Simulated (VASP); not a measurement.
# C (P3m1) in VASP: single point with LDA

Aim: the single point of C with LDA.

The COD entry that gives the cell may itself be a prediction, so a difference from it is no test against experiment.

Everything below comes from runs of VASP 6.6.1. Logs are shortened: lines on timing, memory, paths and dates and some standing lists are left out, and cuts for length are marked.

### 1 The cell of the first run

Symmetry: P3m1, No. 156, trigonal system. Conventional cell: a = 2.491 Å, b = 2.491 Å, c = 10.254 Å, α = 90.00°, β = 90.00°, γ = 120.00°. C (site symmetry 3m) has 4 C at 1.53 Å within 2.0 Å. Within 2.0 Å of C (site symmetry 3m) lie 4 C at 1.53 Å. C (site symmetry 3m) has 4 C at 1.53 Å within 2.0 Å. Within 2.0 Å of C (site symmetry 3m) lie 4 C at 1.53 Å. Within 2.0 Å of C (site symmetry 3m) lie 4 C at 1.53 Å. C (site symmetry 3m) has 4 C at 1.53 Å within 2.0 Å. C (site symmetry 3m) has 3 C at 1.53 Å within 2.0 Å. C (site symmetry 3m) has 4 C at 1.53 to 1.55 Å within 2.0 Å.

### 2 Single point, LDA

The input, INCAR:

```
SYSTEM = C
ALGO = Normal
EDIFF = 1E-6
ENCUT = 520
GGA = CA
ISIF = 2
ISMEAR = 0
LASPH = .True.
LCHARG = .False.
LREAL = .False.
LWAVE = .False.
NBANDS = 31
NELM = 100
PREC = Accurate
SIGMA = 0.05
```

The input, KPOINTS:

```
k-points
0
Gamma
  10 10 3
  0 0 0
```

The input, POSCAR:

```
C
1.0
   -2.4912907516      0.0000000000      0.0000000000
   -1.2456453758     -2.1575210791      0.0000000000
    0.0001245645      0.0000719174     10.2538776052
C
10
Direct
   -0.2665375281     -0.2665375281      0.8741556576
    0.7334575081      0.7334575081      0.7252443424
    0.0667708596      0.0667708596      0.1257869493
    0.7334491204      0.7334491204      0.4736130507
    0.0667758266      0.0667758266      0.2747969895
    0.7334441534      0.7334441534      0.3246030105
    0.0667974765      0.0667974765      0.9242937306
    0.4001225035      0.4001225035      0.6751062694
    0.4001025222      0.4001025222      0.0756656066
    0.4001174578      0.4001174578      0.5237343934
```

Potentials or basis: VASP PAW LDA potentials, release 64 (C).

On the command line:

```bash
$ cat potpaw_LDA.64/C/POTCAR > POTCAR
$ mpirun -np 1 vasp_std > vasp.out
```

OUTCAR:

```text
SYSTEM = C
   EDIFF = 1E-6
   ENCUT = 520
   GGA = CA
   ISIF = 2
   ISMEAR = 0
   LASPH = .True.
   LREAL = .False.
   NELM = 100
   PREC = Accurate

 ion  position               nearest neighbor table
   1  0.733  0.733  0.874-   2 1.53   7 1.53   7 1.53   7 1.53
   2  0.733  0.733  0.725-   1 1.53   8 1.53   8 1.53   8 1.53
   3  0.067  0.067  0.126-   9 1.53   9 1.53   9 1.53   5 1.53   7 2.07
   4  0.733  0.733  0.474-  10 1.53  10 1.53  10 1.53   6 1.53
   5  0.067  0.067  0.275-   6 1.53   6 1.53   6 1.53   3 1.53
   6  0.733  0.733  0.325-   5 1.53   5 1.53   5 1.53   4 1.53
   7  0.067  0.067  0.924-   1 1.53   1 1.53   1 1.53   3 2.07
   8  0.400  0.400  0.675-   2 1.53   2 1.53   2 1.53  10 1.55
   9  0.400  0.400  0.076-   3 1.53   3 1.53   3 1.53
  10  0.400  0.400  0.524-   4 1.53   4 1.53   4 1.53   8 1.55

  LATTYP: Found a simple monoclinic cell.
 ALAT       =     2.4912907516
 B/A-ratio  =     4.1158895643
 C/A-ratio  =     1.7320508076
 COS(beta)  =    -0.8660254038

  Lattice vectors:

 A1 = (  -1.2456453758,   2.1575210791,   0.0000000000)
 A2 = (   0.0001245645,   0.0000719174,  10.2538776052)
 A3 = (   3.7369361274,  -2.1575210791,   0.0000000000)

Analysis of symmetry for initial positions (statically):
=====================================================================
 Subroutine PRICEL returns:
 Original cell was already a primitive cell.

 Routine SETGRP: Setting up the symmetry group for a
 simple monoclinic supercell.

 Subroutine GETGRP returns: Found  1 space group operations
 (whereof  1 operations were pure point group operations)
 out of a pool of  4 trial point group operations.

The static configuration has the point symmetry C_1 .

Analysis of symmetry for dynamics (positions and initial velocities):
=====================================================================
 Subroutine PRICEL returns:
 Original cell was already a primitive cell.

 Routine SETGRP: Setting up the symmetry group for a
 simple monoclinic supercell.

 Subroutine GETGRP returns: Found  1 space group operations
 (whereof  1 operations were pure point group operations)
 out of a pool of  4 trial point group operations.

The dynamic configuration has the point symmetry C_1 .

 Subroutine INISYM returns: Found  1 space group operations
 (whereof  1 operations are pure point group operations),
 and found     1 'primitive' translations

----------------------------------------------------------------------------------------

                                     Primitive cell

  volume of cell :      55.1147

  direct lattice vectors                    reciprocal lattice vectors
    -2.491290752  0.000000000  0.000000000    -0.401398351  0.231747446  0.000003251
    -1.245645376 -2.157521079  0.000000000     0.000000000 -0.463494892  0.000003251
     0.000124565  0.000071917 10.253877605     0.000000000  0.000000000  0.097524082

  length of vectors
     2.491290752  2.491290752 10.253877606     0.463494892  0.463494892  0.097524082

  position of ions in fractional coordinates (direct lattice)
     0.733462472  0.733462472  0.874155658
     0.733457508  0.733457508  0.725244342
     0.066770860  0.066770860  0.125786949
     0.733449120  0.733449120  0.473613051
     0.066775827  0.066775827  0.274796989
     0.733444153  0.733444153  0.324603010
     0.066797476  0.066797476  0.924293731
     0.400122504  0.400122504  0.675106269
     0.400102522  0.400102522  0.075665607
     0.400117458  0.400117458  0.523734393

  ion indices of the primitive-cell ions
   primitive index   ion index
                 1           1
                 2           2
                 3           3
                 4           4
                 5           5
                 6           6
                 7           7
                 8           8
                 9           9
                10          10

----------------------------------------------------------------------------------------

 KPOINTS: k-points

Automatic generation of k-mesh.
 Grid dimensions read from file:
 generate k-points for:   10   10    3

 Generating k-lattice:

  Cartesian coordinates                     Fractional coordinates (reciprocal lattice)
    -0.040139835  0.023174745  0.000000325     0.100000000  0.000000000 -0.000000000
     0.000000000 -0.046349489  0.000000325     0.000000000  0.100000000 -0.000000000
     0.000000000  0.000000000  0.032508027     0.000000000  0.000000000  0.333333333

  Length of vectors
     0.046349489  0.046349489  0.032508027

  Shift w.r.t. Gamma in fractional coordinates (k-lattice)
     0.000000000  0.000000000  0.000000000

 Subroutine IBZKPT returns following result:
 ===========================================

 Found    152 irreducible k-points:

 Following reciprocal coordinates:
            Coordinates               Weight
  0.000000  0.000000  0.000000      1.000000
  0.100000  0.000000 -0.000000      2.000000
  0.100000  0.100000  0.000000      2.000000
  0.000000  0.100000  0.000000      2.000000
  0.200000  0.000000 -0.000000      2.000000
  0.200000  0.200000  0.000000      2.000000
[... 16 lines left out ...]
  0.200000 -0.100000 -0.000000      2.000000
 -0.100000 -0.300000  0.000000      2.000000
 [... further k-points ...]
   k-points           NKPTS =    152   k-points in BZ     NKDIM =    152   number of bands    NBANDS=     31
   number of dos      NEDOS =    301   number of ions     NIONS =     10
   total plane-waves  NPLWV =  32000
   dimension x,y,z NGX =    20 NGY =   20 NGZ =   80
   dimension x,y,z NGXF=    40 NGYF=   40 NGZF=  160
   ions per type =              10
   NGX,Y,Z   is equivalent  to a cutoff of  13.35, 13.35, 12.97 a.u.
   NGXF,Y,Z  is equivalent  to a cutoff of  26.69, 26.69, 25.94 a.u.
 SYSTEM =  C
   PREC   = accura    normal or accurate (medium, high low for compatibility)
   ISTART =      0    job   : 0-new  1-cont  2-samecut
   ICHARG =      2    charge: 1-file 2-atom 10-const
   ISPIN  =      1    spin polarized calculation?
   LNONCOLLINEAR =      F non collinear calculations
   LSORBIT =      F    spin-orbit coupling
   LASPH  =      T    aspherical Exc in radial PAW
   ENCUT  =  520.0 eV  38.22 Ry    6.18 a.u.   4.63  4.63 19.07*2*pi/ulx,y,z
   NELM   =    100;   NELMIN=  2; NELMDL= -5     # of ELM steps
   EDIFF  = 0.1E-05   stopping-criterion for ELM
   LREAL  =      F    real-space projection
   EDIFFG = 0.1E-04   stopping-criterion for IOM
   NSW    =      0    number of steps for IOM
   IBRION =     -1    ionic relax: 0-MD 1-quasi-New 2-CG
   NFREE  =      0    steps in history (QN), initial steepest desc. (CG)
   ISIF   =      2    stress and relaxation
   ISYM   =      2    0-nonsym 1-usesym 2-fastsym
   POTIM  = 0.5000    time-step for ionic-motion
   TEBEG  =    0.0;   TEEND  =   0.0 temperature during run
   PSTRESS=    0.0 pullay stress
   NELECT =      40.0000    total number of electrons
   NUPDOWN=      -1.0000    fix difference up-down
   EMIN   =  10.00;   EMAX   =-10.00  energy-range for DOS
   EFERMI =   0.00;   METHOD = LEGACY
   ISMEAR =     0;   SIGMA  =   0.05  broadening in eV -4-tet -1-fermi 0-gaus
   EFERMI_NEDOS =   21; number of points for ismear=-14 and -15
   IALGO  =     38    algorithm
   IMIX   =      4    mixing-type and parameters
     AMIX     =   0.40;   BMIX     =  1.00
     AMIX_MAG =   1.60;   BMIX_MAG =  1.00
  volume/ion in A,a.u.               =       5.51        37.19
  Fermi-wavevector in a.u.,A,eV,Ry     =   1.471202  2.780169 29.448929  2.164435
  Thomas-Fermi vector in A             =   2.586366
   LORBIT       =      0    0 simple, 1 ext, 2 COOP (PROOUT), +10 PAW based schemes
   GGA     = CA    functional components
   LHFCALC =     F    Hartree Fock is set to
   AEXX    =    0.0000 exact exchange contribution
   IVDW    =     0    specifies the selected vdW correction
   LEPSILON=     F    determine dielectric tensor
   LRPA    =     F    only Hartree local field effects (RPA)
 non-spin polarized calculation
 Gauss-broadening in eV      SIGMA  =   0.05
  energy-cutoff  :      520.00
  volume of cell :       55.11
 maximum number of plane-waves:      1506
   NGX =  9   NGY =  9   NGZ = 39

 number of electron      39.9999998 magnetization

 Free energy of the ion-electron system (eV)
  ---------------------------------------------------
  ext. energy  EPLUGINS =         0.00000000
  ---------------------------------------------------
  free energy    TOTEN  =       -96.50559274 eV

  energy without entropy =      -96.50419905  energy(sigma->0) =      -96.50489590

 E-fermi :  10.4680     XC(G=0): -13.6759

 val. band max:       10.4495564214   @ k =   0.2000   0.1000   0.0000
 cond. band min:      10.4931025582   @ k =   0.3000  -0.4000   0.3333
 fundamental gap:      0.0435461368
 Fermi energy:        10.4680073287

 k-point     1 :       0.0000    0.0000    0.0000
  band No.  band energies     occupation
      1     -11.5557      2.00000
      2     -10.4889      2.00000
      3     -10.3555      2.00000
      4      -7.2973      2.00000
      5      -7.1301      2.00000
      6      -1.5164      2.00000
[... 23 lines left out ...]
     30      18.3629      0.00000
     31      18.4162      0.00000

 k-point     2 :       0.1000    0.0000   -0.0000
  band No.  band energies     occupation
      1     -11.3035      2.00000
      2     -10.2392      2.00000
      3     -10.1055      2.00000
      4      -7.0607      2.00000
      5      -6.8922      2.00000
      6      -1.3047      2.00000
[... 23 lines left out ...]
     30      18.9748      0.00000
     31      19.2328      0.00000

 k-point     3 :       0.1000    0.1000    0.0000
  band No.  band energies     occupation
      1     -11.3035      2.00000
      2     -10.2392      2.00000
      3     -10.1055      2.00000
      4      -7.0607      2.00000
      5      -6.8922      2.00000
      6      -1.3047      2.00000
[... 703 lines left out ...]
     30      20.5709      0.00000
     31      20.8953      0.00000

 k-point    24 :      -0.1000   -0.3000    0.0000
  band No.  band energies     occupation
      1      -9.8033      2.00000
      2      -8.7558      2.00000
      3      -8.6212      2.00000
      4      -5.6637      2.00000
      5      -5.4861      2.00000
      6      -0.1872      2.00000
[... 23 lines left out ...]
     30      20.5708      0.00000
     31      20.8952      0.00000

 [... further k-points ...]

------------------------ aborting loop because EDIFF is reached ----------------------------------------

  FORCE on cell =-STRESS in cart. coord.  units (eV):
  Direction    XX          YY          ZZ          XY          YZ          ZX
  --------------------------------------------------------------------------------------
  -------------------------------------------------------------------------------------
  Total       -1.5412394     -1.5400151      9.3504862     -0.0010611      0.0012877      0.0022323
  in kB      -44.8036192    -44.7680288    271.8173550     -0.0308450      0.0374322      0.0648914
  external PRESSURE =      60.7485690 kB  Pullay stress =       0.0000000 kB

 VOLUME and BASIS-vectors are now :
 -----------------------------------------------------------------------------
  energy-cutoff  :      520.00
  volume of cell :       55.11
      direct lattice vectors                 reciprocal lattice vectors
    -2.491290752  0.000000000  0.000000000    -0.401398351  0.231747446  0.000003251
    -1.245645376 -2.157521079  0.000000000     0.000000000 -0.463494892  0.000003251
     0.000124565  0.000071917 10.253877605     0.000000000  0.000000000  0.097524082

 POSITION                                       TOTAL-FORCE (eV/Angst)
 -----------------------------------------------------------------------------------
     -2.74079     -1.58240      8.96349         0.000267      0.000155      0.489498
     -2.74079     -1.58240      7.43657         0.000014      0.000008     -0.487023
     -0.24950     -0.14405      1.28980         0.000246      0.000142      0.385518
     -2.74079     -1.58240      4.85637         0.000015      0.000009      0.122630
     -0.24950     -0.14405      2.81773         0.000229      0.000133      0.725767
     -2.74079     -1.58240      3.32844        -0.000025     -0.000014     -0.185383
     -0.24950     -0.14405      9.47759        -0.001500     -0.000866     -4.141142
     -1.49515     -0.86322      6.92246         0.000022      0.000013      0.068763
     -1.49515     -0.86322      0.77587         0.000743      0.000428      3.150928
     -1.49515     -0.86322      5.37031        -0.000011     -0.000007     -0.129555
 -----------------------------------------------------------------------------------
    total drift:                                0.000005      0.000001     -0.000125

  FREE ENERGIE OF THE ION-ELECTRON SYSTEM (eV)
  ---------------------------------------------------
  free  energy   TOTEN  =       -96.5055927391 eV

  energy  without entropy=      -96.5041990540  energy(sigma->0) =      -96.50489590
```

Wall time 1.7 min (1 thread of Intel Xeon 6975P-C (Granite Rapids), shared host); peak memory 0.26 GiB.

What came out:

```
Free energy            : -96.5056 eV
Pressure               : 6.1 GPa
Largest force          : 4.141 eV/Å
Band gap on the k mesh : zero (band 20 reaches 10.83 eV, above the bottom of band 21 at 10.38 eV)
```

Forces in eV/Å, atoms in the order of the input:
```
C    0.000  0.000  0.489
C    0.000  0.000 -0.487
C    0.000  0.000  0.386
C    0.000  0.000  0.123
C    0.000  0.000  0.726
C    0.000  0.000 -0.185
C   -0.002 -0.001 -4.141
C    0.000  0.000  0.069
C    0.001  0.000  3.151
C    0.000  0.000 -0.130
```

Caveat: forces of over 1 eV/Å act on the atoms, so gaps and moduli don't describe the material at rest.
